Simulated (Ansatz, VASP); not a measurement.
Be: VASP beside Ansatz

```
CELL_PARAMETERS angstrom
0.00000 1.57431 1.57431
1.57431 0.00000 1.57431
1.57431 1.57431 0.00000
ATOMIC_POSITIONS crystal
Be 0.00000 0.00000 0.00000
```

Alike in both runs: functional PBEsol; k mesh 22 × 22 × 22; occupations fermi-dirac, width 0.1 eV; no spin polarisation.

Ansatz relaxed the structure, and its values are those at the end. VASP's run is a single point on that final structure, the one shown.

```csv
,VASP,Ansatz
version,VASP 6.6.1,Ansatz 0.2.0
potentials or method,"VASP PAW PBE potentials, release 64 (Be)","PAW with Ansatz's default frozen-core files, scalar-relativistic"
plane-wave cutoff (eV),520,420
valence electrons in the cell,2,2
```

Ansatz gave:

```
pressure (GPa) : 0.0
```

**Question.** What did VASP give for the same quantities?

**Answer.** Pressure (GPa): 0.4.

VASP's potentials were made for PBE, not for PBEsol.
